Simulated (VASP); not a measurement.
# In: single point with PBEsol

Crystal: In.

```
In
1.0
    -1.62615    1.67493    2.47395
     1.62615   -1.67493    2.47395
     1.62615    1.67493   -2.47395
In
1
Direct
  0.00000 0.00000 0.00000
```

This cell differs from its parent crystal: strain +0.0300 x Voigt [0, 1, 0, 0, 0, 0].

```
Program                : VASP 6.6.1
Task                   : single point
Functional             : PBEsol
Potentials or basis    : VASP PAW PBE potentials, release 64 (In_d)
Cutoff                 : 520 eV
k mesh                 : 20 × 20 × 20
Occupations            : gaussian, width 0.15 eV
Spin                   : no spin polarisation
Dipole correction      : no
Further INCAR settings : ALGO = Fast; EDIFF = 1e-06; NBANDS = 12
```

The pressure is -2.0 GPa.

Stress tensor (GPa, compression positive):
```
-1.76  0.00  0.00
 0.00 -2.20  0.00
 0.00  0.00 -2.00
```

Levels at points of the mesh, in eV from the Fermi level:
```csv
k point,band 4,band 5,band 6,band 7,band 8,band 9
"(0.00, 0.00, 0.00)",-14.38,-14.31,-9.35,9.85,10.27,10.69
"(0.50, 0.00, 0.00)",-14.21,-14.20,-4.47,-3.30,7.54,9.06
"(0.00, 0.50, 0.00)",-14.22,-14.17,-4.14,-3.20,7.52,8.48
"(0.50, 0.50, 0.00)",-14.19,-14.12,-1.92,-1.82,3.56,3.90
"(0.50, 0.50, 0.50)",-14.17,-14.17,-2.81,-2.48,4.10,4.91
```

It took 5.5 min on 1 thread of Intel Xeon 6975P-C, on a shared host, peak memory 0.46 GiB.

Caveat: the cell differs from its parent crystal (strain +0.0300 x Voigt [0, 1, 0, 0, 0, 0]); the PAW data sets were made with another functional, which shifts forces and pressure a little; spin-orbit coupling is left out, which moves the levels of the heavy elements.
